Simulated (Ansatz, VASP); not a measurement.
# SiC in VASP and in Ansatz

```
CELL_PARAMETERS angstrom
3.09500 0.00000 0.00000
-1.54750 2.68035 0.00000
0.00000 0.00000 15.17000
ATOMIC_POSITIONS crystal
Si 0.66667 0.33333 0.45830
Si 0.33333 0.66667 0.95830
Si 0.66667 0.33333 0.79170
Si 0.33333 0.66667 0.29170
Si 0.00000 0.00000 0.62500
Si 0.00000 0.00000 0.12500
C 0.66667 0.33333 0.33330
C 0.33333 0.66667 0.83330
C 0.66667 0.33333 0.66670
C 0.33333 0.66667 0.16670
C 0.00000 0.00000 0.50000
C 0.00000 0.00000 0.00000
```

Alike in both runs: functional LDA; k mesh 10 × 10 × 2; occupations fermi-dirac, width 0.05 eV; no spin polarisation.

```csv
,VASP,Ansatz
version,VASP 6.6.1,Ansatz 0.2.0
potentials or method,"VASP PAW LDA potentials, release 64 (Si, C)",Ansatz PAW
plane-wave cutoff (eV),520,420
valence electrons in the cell,48,48
task,single point,band structure
```

Ansatz gave:

- gap on the k mesh at the Fermi level (eV): 1.98
- least direct gap on the mesh (eV): 3.07
- pressure (GPa): -7.3
- traceless stress, the component that is largest in VASP (GPa): 0.52
- rms of the force components (eV/Å): 0.039

Which values does VASP return?

gap on the k mesh at the Fermi level (eV): 1.97; least direct gap on the mesh (eV): 3.06; pressure (GPa): -6.9; traceless stress, the component that is largest in VASP (GPa): 0.53; rms of the force components (eV/Å): 0.039.

LDA's correlation is that of Perdew and Zunger in VASP and of Perdew and Wang (1992) in Ansatz. Atom by atom the forces differ by 0.000 eV/Å (rms over components).
